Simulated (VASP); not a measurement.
Input of a VASP 6.6.1 run:

File INCAR:

```
SYSTEM = WS2
PREC     = Accurate       ! precision mode
ENCUT    = 520            ! plane-wave cutoff, eV
EDIFF    = 1E-6           ! SCF threshold, eV
ISMEAR   = 0              ! smearing method
SIGMA    = 0.05           ! smearing width, eV
LREAL    = .FALSE.        ! projectors in reciprocal space
LASPH    = .TRUE.         ! aspherical terms in the spheres
NELM     = 150            ! most SCF steps
ALGO     = Normal         ! electronic algorithm
ISIF     = 2              ! what is computed and relaxed
LWAVE    = .FALSE.        ! write WAVECAR
LCHARG   = .FALSE.        ! write CHGCAR
ISPIN    = 2              ! spin polarisation
MAGMOM   = 0.5 0 0        ! initial moments
LORBIT   = 11             ! projections on sites
LMAXMIX  = 4              ! l up to which the mixer works
GGA      = PS             ! functional
NBANDS   = 24             ! bands
```

Contents of KPOINTS:

```
regular mesh
0
G
  7 7 7
  0 0 0
```

File POSCAR:

```
WS2
1.0
    1.5790001700      0.9116361700      6.1633291500
   -1.5790001700      0.9116361700      6.1633291500
    0.0000000000     -1.8232723400      6.1633291500
W S
1 2
Direct
    0.0000000000      0.0000000000      0.0000000000
    0.7503000000      0.7503000000      0.7503000000
    0.5810000000      0.5810000000      0.5810000000
```

Potentials or basis: VASP PAW PBE potentials, release 64 (W_sv, S).

Launch:

```bash
$ cat potpaw_PBE.64/W_sv/POTCAR potpaw_PBE.64/S/POTCAR > POTCAR
$ mpirun -np 1 vasp_std > vasp.out
```

Problem. What does it give for the pressure?

Solution. -0.5 GPa.

Problem. What does it give for the net moment?

Solution. 0.00 μB per cell.

Problem. Estimate the band gap on the k mesh.

Solution. 1.11 eV (least direct gap 2.32 eV).

Problem. What does it give for the largest force?

Solution. 0.602 eV/Å.

Stress tensor (GPa, compression positive):
```
-0.87  0.00  0.00
 0.00 -0.87  0.00
 0.00  0.00  0.19
```

Caveat: the PAW data sets were made with another functional, which shifts forces and pressure a little; spin-orbit coupling is left out, which moves the levels of the heavy elements; an odd mesh through Γ misses points on the zone boundary, where band edges can lie.
